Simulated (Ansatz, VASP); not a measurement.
Two plane-wave programs on BeS

```
CELL_PARAMETERS angstrom
0.00000 2.43515 2.43515
2.43515 0.00000 2.43515
2.43515 2.43515 0.00000
ATOMIC_POSITIONS crystal
Be 0.00000 0.00000 0.00000
S 0.75000 0.75000 0.75000
```

Alike in both runs: task relaxation of cell and atoms; functional PBE; dispersion D3(BJ); k mesh 8 × 8 × 8; occupations gaussian, width 0.02 eV; no spin polarisation.

```csv
,VASP,Ansatz
version,VASP 6.6.1,Ansatz 0.2.0
potentials or method,"VASP PAW PBE potentials, release 64 (Be, S), cutoff 600 eV","scalar-relativistic, plane waves, PAW"
valence electrons in the cell,8,8
```

```tsv
	VASP	Ansatz	Ansatz less VASP
gap on the k mesh at the Fermi level, each at its own relaxed structure (eV)	3.06	3.06	-0.003
relaxed volume (Å³/atom)	13.97	13.95	-0.014
relaxed cell length with the largest relative difference (Å)	3.406	3.405	-0.0011
```
